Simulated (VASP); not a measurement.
The system is Al.

```
Al
1.0
     0.00000    2.05165    2.05165
     2.05165    0.00000    2.05165
     2.05165    2.05165    0.00000
Al
1
Direct
  0.00000 0.00000 0.00000
```

Base run:

| Item | Value |
| --- | --- |
| Program | VASP 6.6.1 |
| Functional | PBE |
| Potentials or basis | VASP PAW PBE potentials, release 64 (Al) |
| Cutoff | 500 eV |
| k mesh | 8 × 8 × 8 |
| Occupations | fermi-dirac, width 0.1 eV |
| Spin | no spin polarisation |

Its results: pressure -3.3 GPa.

Question: The run is repeated on the same cell with these changes: k mesh from 8 × 8 × 8 to 4 × 4 × 4. What comes out?

Answer: Pressure -2.6 GPa.

Caveats: some runs use coarse meshes.
